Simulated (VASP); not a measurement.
# Nb (Fm-3m) in VASP: a series of runs

Nb is run at these levels: LDA; tasks: single point.

Everything below comes from runs of VASP 6.6.1. Logs are shortened: lines on timing, memory, paths and dates and some standing lists are left out, and cuts for length are marked.

### 1 The cell of the first run

The structure is cubic, space group Fm-3m (No. 225). Conventional cell: a = 4.202 Å, b = 4.202 Å, c = 4.202 Å, α = 90.00°, β = 90.00°, γ = 90.00°. Nb (site symmetry m-3m) has 12 Nb at 2.97 Å within 3.9 Å.

### 2 Single point, LDA (volume scaled by 0.98)

The input, INCAR:

```
  PREC = Accurate
  ENCUT = 520
  EDIFF = 1E-6
  ISMEAR = -1
  SIGMA = 0.05
  LREAL = False
  LASPH = True
  NELM = 80
  ALGO = Normal
  ISIF = 2
  LWAVE = False
  LCHARG = False
  GGA = CA
  NBANDS = 12
```

The input, KPOINTS:

```
regular mesh
0
Gamma
  11 11 11
```

The input, POSCAR:

```
Nb
1.0
    0.0000000000      2.1008049414      2.1008049414
    2.1008049414      0.0000000000      2.1008049414
    2.1008049414      2.1008049414      0.0000000000
Nb
1
Direct
    0.0000000000      0.0000000000      0.0000000000
```

Potentials or basis: VASP PAW LDA potentials, release 64 (Nb_sv).

On the command line:

```console
$ cat potpaw_LDA.64/Nb_sv/POTCAR > POTCAR
$ mpirun -np 1 vasp_std > vasp.out
```

OUTCAR:

```text
PREC = Accurate
   ENCUT = 520
   EDIFF = 1E-6
   ISMEAR = -1
   LREAL = False
   LASPH = True
   NELM = 80
   ISIF = 2
   GGA = CA

 ion  position               nearest neighbor table
   1  0.000  0.000  0.000-

  LATTYP: Found a face centered cubic cell.
 ALAT       =     4.2016098828

  Lattice vectors:

 A1 = (   0.0000000000,   2.1008049414,   2.1008049414)
 A2 = (   2.1008049414,   0.0000000000,   2.1008049414)
 A3 = (   2.1008049414,   2.1008049414,   0.0000000000)

Analysis of symmetry for initial positions (statically):
=====================================================================
 Subroutine PRICEL returns:
 Original cell was already a primitive cell.

 Routine SETGRP: Setting up the symmetry group for a
 face centered cubic supercell.

 Subroutine GETGRP returns: Found 48 space group operations
 (whereof 48 operations were pure point group operations)
 out of a pool of 48 trial point group operations.

The static configuration has the point symmetry O_h .

Analysis of symmetry for dynamics (positions and initial velocities):
=====================================================================
 Subroutine PRICEL returns:
 Original cell was already a primitive cell.

 Routine SETGRP: Setting up the symmetry group for a
 face centered cubic supercell.

 Subroutine GETGRP returns: Found 48 space group operations
 (whereof 48 operations were pure point group operations)
 out of a pool of 48 trial point group operations.

The dynamic configuration has the point symmetry O_h .

 Subroutine INISYM returns: Found 48 space group operations
 (whereof 48 operations are pure point group operations),
 and found     1 'primitive' translations

----------------------------------------------------------------------------------------

                                     Primitive cell

  volume of cell :      18.5433

  direct lattice vectors                    reciprocal lattice vectors
     0.000000000  2.100804941  2.100804941    -0.238004010  0.238004010  0.238004010
     2.100804941  0.000000000  2.100804941     0.238004010 -0.238004010  0.238004010
     2.100804941  2.100804941  0.000000000     0.238004010  0.238004010 -0.238004010

  length of vectors
     2.970986840  2.970986840  2.970986840     0.412235037  0.412235037  0.412235037

  position of ions in fractional coordinates (direct lattice)
     0.000000000  0.000000000  0.000000000

  ion indices of the primitive-cell ions
   primitive index   ion index
                 1           1

----------------------------------------------------------------------------------------

 KPOINTS: regular mesh

Automatic generation of k-mesh.
 Grid dimensions read from file:
 generate k-points for:   11   11   11

 Generating k-lattice:

  Cartesian coordinates                     Fractional coordinates (reciprocal lattice)
    -0.021636728  0.021636728  0.021636728     0.090909091  0.000000000  0.000000000
     0.021636728 -0.021636728  0.021636728     0.000000000  0.090909091  0.000000000
     0.021636728  0.021636728 -0.021636728     0.000000000  0.000000000  0.090909091

  Length of vectors
     0.037475912  0.037475912  0.037475912

  Shift w.r.t. Gamma in fractional coordinates (k-lattice)
     0.000000000  0.000000000  0.000000000

 Subroutine IBZKPT returns following result:
 ===========================================

 Found     56 irreducible k-points:

 Following reciprocal coordinates:
            Coordinates               Weight
  0.000000  0.000000  0.000000      1.000000
  0.090909  0.000000  0.000000      8.000000
  0.181818  0.000000  0.000000      8.000000
  0.272727  0.000000  0.000000      8.000000
  0.363636  0.000000  0.000000      8.000000
  0.454545  0.000000  0.000000      8.000000
[... 16 lines left out ...]
 -0.272727  0.181818  0.000000     24.000000
 -0.181818  0.181818  0.000000     12.000000
 [... further k-points ...]
   k-points           NKPTS =     56   k-points in BZ     NKDIM =     56   number of bands    NBANDS=     12
   number of dos      NEDOS =    301   number of ions     NIONS =      1
   total plane-waves  NPLWV =  13824
   dimension x,y,z NGX =    24 NGY =   24 NGZ =   24
   dimension x,y,z NGXF=    48 NGYF=   48 NGZF=   48
   ions per type =               1
   NGX,Y,Z   is equivalent  to a cutoff of  13.43, 13.43, 13.43 a.u.
   NGXF,Y,Z  is equivalent  to a cutoff of  26.86, 26.86, 26.86 a.u.
 SYSTEM =  unknown system
   PREC   = accura    normal or accurate (medium, high low for compatibility)
   ISTART =      0    job   : 0-new  1-cont  2-samecut
   ICHARG =      2    charge: 1-file 2-atom 10-const
   ISPIN  =      1    spin polarized calculation?
   LNONCOLLINEAR =      F non collinear calculations
   LSORBIT =      F    spin-orbit coupling
   LASPH  =      T    aspherical Exc in radial PAW
   ENCUT  =  520.0 eV  38.22 Ry    6.18 a.u.   5.52  5.52  5.52*2*pi/ulx,y,z
   NELM   =     80;   NELMIN=  2; NELMDL= -5     # of ELM steps
   EDIFF  = 0.1E-05   stopping-criterion for ELM
   LREAL  =      F    real-space projection
   EDIFFG = 0.1E-04   stopping-criterion for IOM
   NSW    =      0    number of steps for IOM
   IBRION =     -1    ionic relax: 0-MD 1-quasi-New 2-CG
   NFREE  =      0    steps in history (QN), initial steepest desc. (CG)
   ISIF   =      2    stress and relaxation
   ISYM   =      2    0-nonsym 1-usesym 2-fastsym
   POTIM  = 0.5000    time-step for ionic-motion
   TEBEG  =    0.0;   TEEND  =   0.0 temperature during run
   PSTRESS=    0.0 pullay stress
   NELECT =      13.0000    total number of electrons
   NUPDOWN=      -1.0000    fix difference up-down
   EMIN   =  10.00;   EMAX   =-10.00  energy-range for DOS
   EFERMI =   0.00;   METHOD = LEGACY
   ISMEAR =    -1;   SIGMA  =   0.05  broadening in eV -4-tet -1-fermi 0-gaus
   EFERMI_NEDOS =   21; number of points for ismear=-14 and -15
   IALGO  =     38    algorithm
   IMIX   =      4    mixing-type and parameters
     AMIX     =   0.40;   BMIX     =  1.00
     AMIX_MAG =   1.60;   BMIX_MAG =  1.00
  volume/ion in A,a.u.               =      18.54       125.14
  Fermi-wavevector in a.u.,A,eV,Ry     =   1.454321  2.748268 28.776989  2.115049
  Thomas-Fermi vector in A             =   2.571485
   LORBIT       =      0    0 simple, 1 ext, 2 COOP (PROOUT), +10 PAW based schemes
   GGA     = CA    functional components
   LHFCALC =     F    Hartree Fock is set to
   AEXX    =    0.0000 exact exchange contribution
   IVDW    =     0    specifies the selected vdW correction
   LEPSILON=     F    determine dielectric tensor
   LRPA    =     F    only Hartree local field effects (RPA)
 non-spin polarized calculation
  energy-cutoff  :      520.00
  volume of cell :       18.54
 maximum number of plane-waves:       531
 NGX is ok and might be reduce to    24
   NGX = 11   NGY = 11   NGZ = 11

 number of electron      13.0000001 magnetization

 Free energy of the ion-electron system (eV)
  ---------------------------------------------------
  ext. energy  EPLUGINS =         0.00000000
  ---------------------------------------------------
  free energy    TOTEN  =       -10.87960521 eV

  energy without entropy =      -10.86792961  energy(sigma->0) =      -10.87376741

 E-fermi :  10.9527     XC(G=0): -12.5670

 val. band max:       10.9446762755   @ k =  -0.1818   0.1818   0.0000
 cond. band min:      11.0203863111   @ k =   0.0000   0.0000   0.0000
 fundamental gap:      0.0757100356
 Fermi energy:        10.9527129112

 k-point     1 :       0.0000    0.0000    0.0000
  band No.  band energies     occupation
      1     -43.5169      2.00000
      2     -19.0369      2.00000
      3     -19.0369      2.00000
      4     -19.0369      2.00000
      5       4.7103      2.00000
      6      11.0204      0.41061
      7      11.0204      0.41061
      8      11.0204      0.41061
      9      13.6402      0.00000
     10      13.6402      0.00000
     11      22.8260      0.00000
     12      27.5873      0.00000

 k-point     2 :       0.0909    0.0000    0.0000
  band No.  band energies     occupation
      1     -43.5006      2.00000
      2     -19.1433      2.00000
      3     -19.0501      2.00000
      4     -19.0501      2.00000
      5       5.0196      2.00000
      6      10.7906      1.92483
      7      11.1590      0.03182
      8      11.1590      0.03182
      9      13.5212      0.00000
     10      13.5212      0.00000
     11      23.4370      0.00000
     12      26.4681      0.00000

 k-point     3 :       0.1818    0.0000    0.0000
  band No.  band energies     occupation
      1     -43.4568      2.00000
      2     -19.4223      2.00000
      3     -19.0851      2.00000
      4     -19.0851      2.00000
      5       5.8303      2.00000
      6      10.3547      1.99999
      7      11.4021      0.00025
      8      11.4021      0.00025
      9      13.4251      0.00000
     10      13.4251      0.00000
     11      24.2356      0.00000
     12      25.4540      0.00000
[... 286 lines left out ...]
 k-point    23 :      -0.2727    0.1818    0.0000
  band No.  band energies     occupation
      1     -43.3297      2.00000
      2     -19.9456      2.00000
      3     -19.4407      2.00000
      4     -19.1713      2.00000
      5       8.0531      2.00000
      6       9.9473      2.00000
      7      10.3262      1.99999
      8      11.8997      0.00000
      9      13.3723      0.00000
     10      16.6280      0.00000
     11      23.4990      0.00000
     12      25.9323      0.00000

 k-point    24 :      -0.1818    0.1818    0.0000
  band No.  band energies     occupation
      1     -43.3794      2.00000
      2     -19.7406      2.00000
      3     -19.3303      2.00000
      4     -19.1178      2.00000
      5       7.3368      2.00000
      6       9.7106      2.00000
      7      10.9447      1.08019
      8      12.2876      0.00000
      9      12.3494      0.00000
     10      15.3452      0.00000
     11      24.4110      0.00000
     12      27.0374      0.00000

 [... further k-points ...]

------------------------ aborting loop because EDIFF is reached ----------------------------------------

  FORCE on cell =-STRESS in cart. coord.  units (eV):
  Direction    XX          YY          ZZ          XY          YZ          ZX
  --------------------------------------------------------------------------------------
  -------------------------------------------------------------------------------------
  Total       -0.9414300     -0.9414300     -0.9414300     -0.0000000     -0.0000000      0.0000000
  in kB      -81.3413635    -81.3413635    -81.3413635     -0.0000000     -0.0000000      0.0000000
  external PRESSURE =     -81.3413635 kB  Pullay stress =       0.0000000 kB

 VOLUME and BASIS-vectors are now :
 -----------------------------------------------------------------------------
  energy-cutoff  :      520.00
  volume of cell :       18.54
      direct lattice vectors                 reciprocal lattice vectors
     0.000000000  2.100804941  2.100804941    -0.238004010  0.238004010  0.238004010
     2.100804941  0.000000000  2.100804941     0.238004010 -0.238004010  0.238004010
     2.100804941  2.100804941  0.000000000     0.238004010  0.238004010 -0.238004010

 POSITION                                       TOTAL-FORCE (eV/Angst)
 -----------------------------------------------------------------------------------
      0.00000      0.00000      0.00000         0.000000      0.000000      0.000000
 -----------------------------------------------------------------------------------
    total drift:                               -0.000000      0.000000      0.000000

  FREE ENERGIE OF THE ION-ELECTRON SYSTEM (eV)
  ---------------------------------------------------
  free  energy   TOTEN  =       -10.8796052147 eV

  energy  without entropy=      -10.8679296128  energy(sigma->0) =      -10.87376741
```

It took 6.8 s on 1 thread of AMD EPYC 9R45 (Zen 5), shared host; peak memory 0.1 GiB.

What came out:

| Quantity | Value |
| --- | --- |
| Free energy | -10.8796 eV |
| Pressure | -8.1 GPa |

Caveat: the cell differs from its parent crystal (volume scaled by 0.98).

### 3 Single point, LDA

This run uses another cell than the first one, of 18.92 Å³/atom, 1.020 times its volume.

The input, INCAR:

```
PREC = Accurate
ENCUT = 520
EDIFF = 1E-6
ISMEAR = -1
SIGMA = 0.05
LREAL = False
LASPH = True
NELM = 100
ALGO = Normal
ISIF = 2
LWAVE = False
LCHARG = False
GGA = CA
NBANDS = 12
```

KPOINTS is that of step 2.

The input, POSCAR:

```
Nb
1.0
    0.0000000000      2.1150000000      2.1150000000
    2.1150000000      0.0000000000      2.1150000000
    2.1150000000      2.1150000000      0.0000000000
Nb
1
Direct
    0.0000000000      0.0000000000      0.0000000000
```

Potentials or basis: VASP PAW LDA potentials, release 64 (Nb_sv).

On the command line:

```console
$ cat potpaw_LDA.64/Nb_sv/POTCAR > POTCAR
$ mpirun -np 1 vasp_std > vasp.out
```

It took 6.8 s on 1 thread of AMD EPYC 9R45 (Zen 5), shared host; peak memory 0.1 GiB.

It converged, with:

```yaml
Free_energy: -10.8571 eV
Pressure: -11.1 GPa
```

Levels at points of the mesh, in eV from the Fermi level:
| k point | band 2 | band 3 | band 4 | band 5 | band 6 | band 7 | band 8 | band 9 | band 10 | band 11 |
| --- | --- | --- | --- | --- | --- | --- | --- | --- | --- | --- |
| (0.00, 0.00, 0.00) | -30.05 | -30.05 | -30.05 | -6.20 | 0.08 | 0.08 | 0.08 | 2.62 | 2.62 | 11.85 |

### 4 Single point, LDA (volume scaled by 1.02)

The input, INCAR:

```
SYSTEM = Nb
  PREC = Accurate
  ENCUT = 520
  EDIFF = 1E-6
  ISMEAR = -1
  SIGMA = 0.05
  LREAL = .FALSE.
  LASPH = .TRUE.
  NELM = 80
  ALGO = Normal
  ISIF = 2
  LWAVE = .FALSE.
  LCHARG = .FALSE.
  GGA = CA
  NBANDS = 12
```

The input, KPOINTS:

```
regular mesh
0
G
  11 11 11
  0 0 0
```

The input, POSCAR:

```
Nb
1.0
    0.0000000000      2.1290070307      2.1290070307
    2.1290070307      0.0000000000      2.1290070307
    2.1290070307      2.1290070307      0.0000000000
Nb
1
Direct
    0.0000000000      0.0000000000      0.0000000000
```

Potentials or basis: VASP PAW LDA potentials, release 64 (Nb_sv).

On the command line:

```console
$ cat potpaw_LDA.64/Nb_sv/POTCAR > POTCAR
$ mpirun -np 1 vasp_std > vasp.out
```

OUTCAR:

```text
SYSTEM = Nb
   PREC = Accurate
   ENCUT = 520
   EDIFF = 1E-6
   ISMEAR = -1
   LREAL = .FALSE.
   LASPH = .TRUE.
   NELM = 80
   ISIF = 2
   GGA = CA

 ion  position               nearest neighbor table
   1  0.000  0.000  0.000-

  LATTYP: Found a face centered cubic cell.
 ALAT       =     4.2580140614

  Lattice vectors:

 A1 = (   0.0000000000,   2.1290070307,   2.1290070307)
 A2 = (   2.1290070307,   0.0000000000,   2.1290070307)
[... 538 lines left out ...]
     12      26.1004      0.00000

 [... further k-points ...]

------------------------ aborting loop because EDIFF is reached ----------------------------------------

  FORCE on cell =-STRESS in cart. coord.  units (eV):
  Direction    XX          YY          ZZ          XY          YZ          ZX
  --------------------------------------------------------------------------------------
  -------------------------------------------------------------------------------------
  Total       -1.6660425     -1.6660425     -1.6660425      0.0000000     -0.0000000      0.0000000
  in kB     -138.3041987   -138.3041987   -138.3041987      0.0000000     -0.0000000      0.0000000
  external PRESSURE =    -138.3041987 kB  Pullay stress =       0.0000000 kB

 VOLUME and BASIS-vectors are now :
 -----------------------------------------------------------------------------
  energy-cutoff  :      520.00
  volume of cell :       19.30
      direct lattice vectors                 reciprocal lattice vectors
     0.000000000  2.129007031  2.129007031    -0.234851268  0.234851268  0.234851268
     2.129007031  0.000000000  2.129007031     0.234851268 -0.234851268  0.234851268
     2.129007031  2.129007031  0.000000000     0.234851268  0.234851268 -0.234851268

 POSITION                                       TOTAL-FORCE (eV/Angst)
 -----------------------------------------------------------------------------------
      0.00000      0.00000      0.00000        -0.000000     -0.000000      0.000000
 -----------------------------------------------------------------------------------
    total drift:                               -0.000000     -0.000000     -0.000000

  FREE ENERGIE OF THE ION-ELECTRON SYSTEM (eV)
  ---------------------------------------------------
  free  energy   TOTEN  =       -10.8278253463 eV

  energy  without entropy=      -10.8156199753  energy(sigma->0) =      -10.82172266
```

It took 6.8 s on 1 thread of AMD EPYC 9R45 (Zen 5), shared host; peak memory 0.1 GiB.

Results:

| Item | Value |
| --- | --- |
| Free energy | -10.8278 eV |
| Pressure | -13.8 GPa |

Caveat: the cell differs from its parent crystal (volume scaled by 1.02).

### 5 Single point, LDA (volume scaled by 1.04)

The input, INCAR:

```
SYSTEM = Nb
  PREC = Accurate
  ENCUT = 520
  EDIFF = 1E-6
  ISMEAR = -1
  SIGMA = 0.05
  LREAL = .False.
  LASPH = .True.
  NELM = 100
  ALGO = Normal
  ISIF = 2
  LWAVE = .False.
  LCHARG = .False.
  NBANDS = 12
```

The input, KPOINTS:

```
regular mesh
0
Gamma
  11 11 11
  0 0 0
```

The input, POSCAR:

```
Nb
1.0
    0.0000000000      2.1428321391      2.1428321391
    2.1428321391      0.0000000000      2.1428321391
    2.1428321391      2.1428321391      0.0000000000
Nb
1
Direct
    0.0000000000      0.0000000000      0.0000000000
```

On the command line:

```console
$ cat potpaw_LDA.64/Nb_sv/POTCAR > POTCAR
$ mpirun -np 1 vasp_std > vasp.out
```

Run time: 6.4 s. Hardware: 1 thread of AMD EPYC 9R45 (Zen 5), shared host; peak memory 0.1 GiB.

It converged, with:

* Free energy: -10.7925 eV
* Pressure: -16.3 GPa

Levels at points of the mesh, in eV from the Fermi level:
| k point | band 2 | band 3 | band 4 | band 5 | band 6 | band 7 | band 8 | band 9 | band 10 | band 11 |
| --- | --- | --- | --- | --- | --- | --- | --- | --- | --- | --- |
| (0.00, 0.00, 0.00) | -30.17 | -30.17 | -30.17 | -6.10 | 0.09 | 0.09 | 0.09 | 2.50 | 2.50 | 11.80 |

Caveat: the cell differs from its parent crystal (volume scaled by 1.04).

### 6 Single point, LDA (volume scaled by 1.06)

The input, INCAR:

```
ALGO     = Fast           # electronic algorithm
EDIFF    = 1E-6           # SCF threshold, eV
ENCUT    = 520            # plane-wave cutoff, eV
GGA      = CA             # functional
ISIF     = 2              # what is computed and relaxed
ISMEAR   = -1             # smearing method
LASPH    = T              # aspherical terms in the spheres
LCHARG   = T              # write CHGCAR
LELF     = T              # ELF
LREAL    = F              # projectors in reciprocal space
LVHAR    = T            
LWAVE    = F              # write WAVECAR
NBANDS   = 12             # bands
NELM     = 80             # most SCF steps
PREC     = Accurate       # precision mode
SIGMA    = 0.05           # smearing width, eV
```

The input, KPOINTS:

```
k-points
0
Gamma
  11 11 11
```

The input, POSCAR:

```
Nb
1.0
    0.0000000000      2.1564811194      2.1564811194
    2.1564811194      0.0000000000      2.1564811194
    2.1564811194      2.1564811194      0.0000000000
Nb
1
Direct
    0.0000000000      0.0000000000      0.0000000000
```

Potentials or basis: VASP PAW LDA potentials, release 64 (Nb_sv).

On the command line:

```console
$ cat potpaw_LDA.64/Nb_sv/POTCAR > POTCAR
$ mpirun -np 1 vasp_std > vasp.out
```

It took 14 s on 1 thread of AMD EPYC 9R45 (Zen 5), shared host; peak memory 0.1 GiB.

It converged, with:

```
Free energy : -10.7518 eV
Pressure    : -18.4 GPa
```

Levels at points of the mesh, in eV from the Fermi level:
```csv
k point,band 4,band 5,band 6,band 7,band 8,band 9
"(0.00, 0.00, 0.00)",-30.23,-6.05,0.10,0.10,0.10,2.44
```

Caveat: the cell differs from its parent crystal (volume scaled by 1.06).

### 7 Overview

| cell | gap on the mesh (eV) | pressure (GPa) |
| --- | --- | --- |
| a = 2.971 Å, angles 60.0°, 1 atom | none | -8.1 |
| a = 2.991 Å, angles 60.0°, 1 atom | none | -11.1 |
| a = 3.011 Å, angles 60.0°, 1 atom | none | -13.8 |
| a = 3.030 Å, angles 60.0°, 1 atom | none | -16.3 |
| a = 3.050 Å, angles 60.0°, 1 atom | none | -18.4 |

Alike in all rows: task single point; level LDA; potentials or basis VASP PAW LDA potentials, release 64 (Nb_sv); no spin polarisation; k mesh 11 × 11 × 11; cutoff (eV) 520; smearing fermi-dirac 0.05 eV.

Absolute energies hang on the potentials; compare differences alone.
